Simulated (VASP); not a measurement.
# Cu (I4/mmm) in VASP: notebook

Cu is run at these levels: PBE; tasks: single point.

Program: VASP 6.6.1. These are calculated values, not measurements. Logs are shortened: lines on timing, memory, paths and dates and some standing lists are left out, and cuts for length are marked.

## 1. The cell of the first run

The structure is tetragonal, space group I4/mmm (No. 139). The conventional cell has a = 2.809 Å, b = 2.809 Å, c = 2.681 Å, α = 90.00°, β = 90.00°, γ = 90.00°. Within 3.2 Å of Cu (site symmetry 4/mmm) lie 14 Cu at 2.40 to 2.81 Å.

## 2. Single point, PBE (volume scaled by 0.88, then relaxed in part)

The input, INCAR:

```
SYSTEM = Cu
PREC = Accurate
ENCUT = 520
EDIFF = 1E-6
ISMEAR = 0
SIGMA = 0.1
LREAL = .FALSE.
LASPH = .TRUE.
NELM = 100
ALGO = Fast
ISIF = 2
LWAVE = .FALSE.
LCHARG = .TRUE.
GGA = PE
LELF = .TRUE.
LVHAR = .TRUE.
NBANDS = 12
```

The input, KPOINTS:

```
regular mesh
0
G
  20 20 20
  0 0 0
```

The input, POSCAR:

```
Cu
1.0
   -1.4042632434      1.4042632434      1.3403598067
    1.4042632434     -1.4042632434      1.3403598067
    1.4042632434      1.4042632434     -1.3403598067
Cu
1
Direct
    0.0000000000      0.0000000000      0.0000000000
```

Potentials or basis: VASP PAW PBE potentials, release 64 (Cu).

Run with:

```console
$ cat potpaw_PBE.64/Cu/POTCAR > POTCAR
$ mpirun -np 1 vasp_std > vasp.out
```

OUTCAR:

```text
SYSTEM = Cu
   PREC = Accurate
   ENCUT = 520
   EDIFF = 1E-6
   ISMEAR = 0
   LREAL = .FALSE.
   LASPH = .TRUE.
   NELM = 100
   ISIF = 2
   GGA = PE

 ion  position               nearest neighbor table
   1  0.000  0.000  0.000-

  LATTYP: Found a body centered tetragonal cell.
 ALAT       =     2.8085264868
 C/A-ratio  =     0.9544932640

  Lattice vectors:

 A1 = (  -1.4042632434,   1.4042632434,   1.3403598067)
 A2 = (   1.4042632434,  -1.4042632434,   1.3403598067)
 A3 = (   1.4042632434,   1.4042632434,  -1.3403598067)

Analysis of symmetry for initial positions (statically):
=====================================================================
 Subroutine PRICEL returns:
 Original cell was already a primitive cell.

 Routine SETGRP: Setting up the symmetry group for a
 body centered tetragonal supercell.

 Subroutine GETGRP returns: Found 16 space group operations
 (whereof 16 operations were pure point group operations)
 out of a pool of 16 trial point group operations.

The static configuration has the point symmetry D_4h.

Analysis of symmetry for dynamics (positions and initial velocities):
=====================================================================
 Subroutine PRICEL returns:
 Original cell was already a primitive cell.

 Routine SETGRP: Setting up the symmetry group for a
 body centered tetragonal supercell.

 Subroutine GETGRP returns: Found 16 space group operations
 (whereof 16 operations were pure point group operations)
 out of a pool of 16 trial point group operations.

The dynamic configuration has the point symmetry D_4h.

 Subroutine INISYM returns: Found 16 space group operations
 (whereof 16 operations are pure point group operations),
 and found     1 'primitive' translations

----------------------------------------------------------------------------------------

                                     Primitive cell

  volume of cell :      10.5725

  direct lattice vectors                    reciprocal lattice vectors
    -1.404263243  1.404263243  1.340359807     0.000000000  0.356058597  0.373034164
     1.404263243 -1.404263243  1.340359807     0.356058597  0.000000000  0.373034164
     1.404263243  1.404263243 -1.340359807     0.356058597  0.356058597  0.000000000

  length of vectors
     2.395928823  2.395928823  2.395928823     0.515686156  0.515686156  0.503542897

  position of ions in fractional coordinates (direct lattice)
     0.000000000  0.000000000  0.000000000

  ion indices of the primitive-cell ions
   primitive index   ion index
                 1           1

----------------------------------------------------------------------------------------

 KPOINTS: regular mesh

Automatic generation of k-mesh.
 Grid dimensions read from file:
 generate k-points for:   20   20   20

 Generating k-lattice:

  Cartesian coordinates                     Fractional coordinates (reciprocal lattice)
     0.000000000  0.017802930  0.018651708     0.050000000  0.000000000  0.000000000
     0.017802930  0.000000000  0.018651708     0.000000000  0.050000000  0.000000000
     0.017802930  0.017802930  0.000000000     0.000000000  0.000000000  0.050000000

  Length of vectors
     0.025784308  0.025784308  0.025177145

  Shift w.r.t. Gamma in fractional coordinates (k-lattice)
     0.000000000  0.000000000  0.000000000

 Subroutine IBZKPT returns following result:
 ===========================================

 Found    641 irreducible k-points:

 Following reciprocal coordinates:
            Coordinates               Weight
  0.000000  0.000000  0.000000      1.000000
  0.050000 -0.000000  0.000000      8.000000
  0.100000 -0.000000  0.000000      8.000000
  0.150000 -0.000000  0.000000      8.000000
  0.200000 -0.000000  0.000000      8.000000
  0.250000 -0.000000  0.000000      8.000000
[... 16 lines left out ...]
 -0.400000  0.050000 -0.000000     16.000000
 -0.350000  0.050000 -0.000000     16.000000
 [... further k-points ...]
   k-points           NKPTS =    641   k-points in BZ     NKDIM =    641   number of bands    NBANDS=     12
   number of dos      NEDOS =    301   number of ions     NIONS =      1
   total plane-waves  NPLWV =   5832
   dimension x,y,z NGX =    18 NGY =   18 NGZ =   18
   dimension x,y,z NGXF=    36 NGYF=   36 NGZF=   36
   ions per type =               1
   NGX,Y,Z   is equivalent  to a cutoff of  12.49, 12.49, 12.49 a.u.
   NGXF,Y,Z  is equivalent  to a cutoff of  24.98, 24.98, 24.98 a.u.
 SYSTEM =  Cu
   PREC   = accura    normal or accurate (medium, high low for compatibility)
   ISTART =      0    job   : 0-new  1-cont  2-samecut
   ICHARG =      2    charge: 1-file 2-atom 10-const
   ISPIN  =      1    spin polarized calculation?
   LNONCOLLINEAR =      F non collinear calculations
   LSORBIT =      F    spin-orbit coupling
   LASPH  =      T    aspherical Exc in radial PAW
   ENCUT  =  520.0 eV  38.22 Ry    6.18 a.u.   4.45  4.45  4.45*2*pi/ulx,y,z
   NELM   =    100;   NELMIN=  2; NELMDL= -5     # of ELM steps
   EDIFF  = 0.1E-05   stopping-criterion for ELM
   LREAL  =      F    real-space projection
   EDIFFG = 0.1E-04   stopping-criterion for IOM
   NSW    =      0    number of steps for IOM
   IBRION =     -1    ionic relax: 0-MD 1-quasi-New 2-CG
   NFREE  =      0    steps in history (QN), initial steepest desc. (CG)
   ISIF   =      2    stress and relaxation
   ISYM   =      2    0-nonsym 1-usesym 2-fastsym
   POTIM  = 0.5000    time-step for ionic-motion
   TEBEG  =    0.0;   TEEND  =   0.0 temperature during run
   PSTRESS=    0.0 pullay stress
   NELECT =      11.0000    total number of electrons
   NUPDOWN=      -1.0000    fix difference up-down
   EMIN   =  10.00;   EMAX   =-10.00  energy-range for DOS
   EFERMI =   0.00;   METHOD = LEGACY
   ISMEAR =     0;   SIGMA  =   0.10  broadening in eV -4-tet -1-fermi 0-gaus
   EFERMI_NEDOS =   21; number of points for ismear=-14 and -15
   IALGO  =     68    algorithm
   IMIX   =      4    mixing-type and parameters
     AMIX     =   0.40;   BMIX     =  1.00
     AMIX_MAG =   1.60;   BMIX_MAG =  1.00
  volume/ion in A,a.u.               =      10.57        71.35
  Fermi-wavevector in a.u.,A,eV,Ry     =   1.658872  3.134814 37.441284  2.751857
  Thomas-Fermi vector in A             =   2.746378
   LORBIT       =      0    0 simple, 1 ext, 2 COOP (PROOUT), +10 PAW based schemes
   GGA     = PE    functional components
   LHFCALC =     F    Hartree Fock is set to
   AEXX    =    0.0000 exact exchange contribution
   IVDW    =     0    specifies the selected vdW correction
   LEPSILON=     F    determine dielectric tensor
   LRPA    =     F    only Hartree local field effects (RPA)
 non-spin polarized calculation
 RMM-DIIS sequential band-by-band and
 Gauss-broadening in eV      SIGMA  =   0.10
  energy-cutoff  :      520.00
  volume of cell :       10.57
 maximum number of plane-waves:       303
 NGX is ok and might be reduce to    18
   NGX =  9   NGY =  9   NGZ =  9

 number of electron      11.0000004 magnetization

 Free energy of the ion-electron system (eV)
  ---------------------------------------------------
  ext. energy  EPLUGINS =         0.00000000
  ---------------------------------------------------
  free energy    TOTEN  =        -3.58974948 eV

  energy without entropy =       -3.58763912  energy(sigma->0) =       -3.58869430

 E-fermi :   9.0730     XC(G=0): -13.3837

 val. band max:        9.0386023516   @ k =  -0.3500   0.4000   0.2000
 cond. band min:       9.0791758542   @ k =   0.3000   0.1000   0.1000
 fundamental gap:      0.0405735026
 Fermi energy:         9.0729922743

 k-point     1 :       0.0000    0.0000    0.0000
  band No.  band energies     occupation
      1      -1.1811      2.00000
      2       5.4229      2.00000
      3       5.6388      2.00000
      4       5.6388      2.00000
      5       6.6208      2.00000
      6       6.8519      2.00000
      7      34.7126      0.00000
      8      34.7126      0.00000
      9      35.9674      0.00000
     10      39.2849      0.00000
     11      39.9126      0.00000
     12      39.9478      0.00000

 k-point     2 :       0.0500   -0.0000    0.0000
  band No.  band energies     occupation
      1      -1.0747      2.00000
      2       5.4312      2.00000
      3       5.6358      2.00000
      4       5.6513      2.00000
      5       6.6208      2.00000
      6       6.8346      2.00000
      7      34.1174      0.00000
      8      34.4860      0.00000
      9      35.2559      0.00000
     10      38.2888      0.00000
     11      38.5456      0.00000
     12      38.9050      0.00000

 k-point     3 :       0.1000   -0.0000    0.0000
  band No.  band energies     occupation
      1      -0.7589      2.00000
      2       5.4098      2.00000
      3       5.6223      2.00000
      4       5.7350      2.00000
      5       6.6196      2.00000
      6       6.7944      2.00000
      7      32.1533      0.00000
      8      33.9444      0.00000
      9      33.9725      0.00000
     10      36.4927      0.00000
     11      37.5273      0.00000
     12      38.4991      0.00000
[... 286 lines left out ...]
 k-point    23 :      -0.4000    0.0500   -0.0000
  band No.  band energies     occupation
      1       3.0608      2.00000
      2       4.7680      2.00000
      3       6.1478      2.00000
      4       6.7155      2.00000
      5       6.9296      2.00000
      6       7.4613      2.00000
      7      17.8219      0.00000
      8      26.8713      0.00000
      9      28.3422      0.00000
     10      32.4296      0.00000
     11      35.8190      0.00000
     12      44.3575      0.00000

 k-point    24 :      -0.3500    0.0500   -0.0000
  band No.  band energies     occupation
      1       2.5217      2.00000
      2       4.8767      2.00000
      3       5.6616      2.00000
      4       6.6753      2.00000
      5       6.8369      2.00000
      6       7.0921      2.00000
      7      20.1760      0.00000
      8      27.5125      0.00000
      9      29.2223      0.00000
     10      32.7441      0.00000
     11      36.0517      0.00000
     12      42.8448      0.00000

 [... further k-points ...]

------------------------ aborting loop because EDIFF is reached ----------------------------------------

  FORCE on cell =-STRESS in cart. coord.  units (eV):
  Direction    XX          YY          ZZ          XY          YZ          ZX
  --------------------------------------------------------------------------------------
  -------------------------------------------------------------------------------------
  Total        1.6694944      1.6694944      1.6664454      0.0000000      0.0000000      0.0000000
  in kB      252.9980105    252.9980105    252.5359532      0.0000000      0.0000000      0.0000000
  external PRESSURE =     252.8439914 kB  Pullay stress =       0.0000000 kB

 VOLUME and BASIS-vectors are now :
 -----------------------------------------------------------------------------
  energy-cutoff  :      520.00
  volume of cell :       10.57
      direct lattice vectors                 reciprocal lattice vectors
    -1.404263243  1.404263243  1.340359807     0.000000000  0.356058597  0.373034164
     1.404263243 -1.404263243  1.340359807     0.356058597  0.000000000  0.373034164
     1.404263243  1.404263243 -1.340359807     0.356058597  0.356058597  0.000000000

 POSITION                                       TOTAL-FORCE (eV/Angst)
 -----------------------------------------------------------------------------------
      0.00000      0.00000      0.00000         0.000000      0.000000     -0.000000
 -----------------------------------------------------------------------------------
    total drift:                                0.000000      0.000000      0.000000

  FREE ENERGIE OF THE ION-ELECTRON SYSTEM (eV)
  ---------------------------------------------------
  free  energy   TOTEN  =        -3.5897494786 eV

  energy  without entropy=       -3.5876391201  energy(sigma->0) =       -3.58869430
```

It took 38 s on 1 thread of Intel Xeon 6975P-C (Granite Rapids), shared host; peak memory 0.18 GiB.

What came out:

```yaml
Free_energy: -3.5897 eV
Pressure: 25.3 GPa
```

Levels at points of the mesh, in eV from the Fermi level:
```csv
k point,band 3,band 4,band 5,band 6,band 7,band 8,band 9,band 10
"(0.00, 0.00, 0.00)",-3.43,-3.43,-2.45,-2.22,25.64,25.64,26.89,30.21
"(0.50, 0.00, 0.00)",-2.35,-2.10,-1.45,-0.77,5.15,18.00,18.49,22.36
"(0.50, 0.50, 0.00)",-2.53,-2.25,-1.48,-1.16,4.60,19.24,19.99,23.56
"(0.50, 0.50, 0.50)",-1.67,-1.67,-1.62,8.07,8.07,9.98,13.94,14.70
```

## 3. Single point, PBE (volume scaled by 0.91, then relaxed in part)

The input, INCAR:

```
PREC = Accurate ; ENCUT = 520
EDIFF = 1E-6 ; ISMEAR = 0
SIGMA = 0.1 ; LREAL = F
LASPH = T ; NELM = 60
ALGO = Normal ; ISIF = 2
LWAVE = F ; LCHARG = T
GGA = PE ; LELF = T
LVHAR = T ; NBANDS = 12
```

The input, KPOINTS:

```
regular mesh
0
Gamma
  20 20 20
```

The input, POSCAR:

```
Cu
1.0
   -1.4242640439      1.4242640439      1.3473987869
    1.4242640439     -1.4242640439      1.3473987869
    1.4242640439      1.4242640439     -1.3473987869
Cu
1
Direct
    0.0000000000      0.0000000000      0.0000000000
```

Potentials or basis: VASP PAW PBE potentials, release 64 (Cu).

Run with:

```console
$ cat potpaw_PBE.64/Cu/POTCAR > POTCAR
$ mpirun -np 1 vasp_std > vasp.out
```

Run time: 34 s. Hardware: 1 thread of Intel Xeon 6975P-C (Granite Rapids), shared host; peak memory 0.18 GiB.

Results (log left out):

```yaml
Free_energy: -3.6369 eV
Pressure: 17.0 GPa
```

Stress tensor (GPa, compression positive):
```
16.99  0.00  0.00
 0.00 16.99  0.00
 0.00  0.00 17.09
```

Levels at points of the mesh, in eV from the Fermi level:
| k point | band 2 | band 3 | band 4 | band 5 | band 6 | band 7 | band 8 | band 9 | band 10 | band 11 |
| --- | --- | --- | --- | --- | --- | --- | --- | --- | --- | --- |
| (0.00, 0.00, 0.00) | -3.54 | -3.29 | -3.29 | -2.40 | -2.13 | 25.21 | 25.21 | 26.72 | 29.59 | 30.01 |
| (0.50, 0.00, 0.00) | -4.28 | -2.28 | -2.02 | -1.42 | -0.64 | 4.99 | 17.66 | 17.99 | 21.88 | 25.20 |
| (0.50, 0.50, 0.00) | -3.97 | -2.47 | -2.19 | -1.45 | -1.10 | 4.36 | 19.14 | 19.73 | 23.28 | 26.50 |
| (0.50, 0.50, 0.50) | -5.08 | -1.64 | -1.64 | -1.57 | 7.82 | 7.82 | 10.06 | 13.61 | 14.39 | 17.74 |

## 4. Single point, PBE (volume scaled by 0.94, then relaxed in part)

The input, INCAR:

```
SYSTEM = Cu
PREC = Accurate
ENCUT = 520
EDIFF = 1E-6
ISMEAR = 0
SIGMA = 0.1
LREAL = .FALSE.
LASPH = .TRUE.
NELM = 60
ALGO = Fast
ISIF = 2
LWAVE = .FALSE.
LCHARG = .FALSE.
GGA = PE
NBANDS = 12
```

The input, KPOINTS:

```
regular mesh
0
G
  20 20 20
  0 0 0
```

The input, POSCAR:

```
Cu
1.0
   -1.4397463878      1.4397463878      1.3620455734
    1.4397463878     -1.4397463878      1.3620455734
    1.4397463878      1.4397463878     -1.3620455734
Cu
1
Direct
    0.0000000000      0.0000000000      0.0000000000
```

Run with:

```console
$ cat potpaw_PBE.64/Cu/POTCAR > POTCAR
$ mpirun -np 1 vasp_std > vasp.out
```

It took 35 s on 1 thread of Intel Xeon 6975P-C (Granite Rapids), shared host; peak memory 0.19 GiB.

It converged, with:

```
Free energy : -3.6679 eV
Pressure    : 10.7 GPa
```

Stress tensor (GPa, compression positive):
```
10.71  0.00  0.00
 0.00 10.71  0.00
 0.00  0.00 10.62
```

Levels at points of the mesh, in eV from the Fermi level:
| k point | band 2 | band 3 | band 4 | band 5 | band 6 | band 7 | band 8 | band 9 | band 10 | band 11 |
| --- | --- | --- | --- | --- | --- | --- | --- | --- | --- | --- |
| (0.00, 0.00, 0.00) | -3.41 | -3.17 | -3.17 | -2.32 | -2.07 | 24.90 | 24.90 | 26.40 | 29.09 | 29.26 |
| (0.50, 0.00, 0.00) | -4.11 | -2.21 | -1.96 | -1.40 | -0.55 | 4.81 | 17.40 | 17.59 | 21.48 | 24.63 |
| (0.50, 0.50, 0.00) | -3.82 | -2.40 | -2.13 | -1.43 | -0.99 | 4.19 | 18.87 | 19.28 | 22.86 | 25.92 |
| (0.50, 0.50, 0.50) | -4.87 | -1.60 | -1.60 | -1.54 | 7.69 | 7.69 | 9.88 | 13.37 | 14.09 | 17.16 |

## 5. Summary

| cell | gap on the mesh (eV) | pressure (GPa) |
| --- | --- | --- |
| a = 2.396 Å, angles 108.2, 108.2, 112.0°, 1 atom | none | 25.3 |
| a = 2.423 Å, angles 108.0, 108.0, 112.4°, 1 atom | none | 17.0 |
| a = 2.450 Å, angles 108.0, 108.0, 112.4°, 1 atom | none | 10.7 |

Alike in all rows: task single point; level PBE; potentials or basis VASP PAW PBE potentials, release 64 (Cu); no spin polarisation; k mesh 20 × 20 × 20; cutoff (eV) 520; smearing gaussian 0.1 eV.

Absolute energies hang on the potentials; compare differences alone.
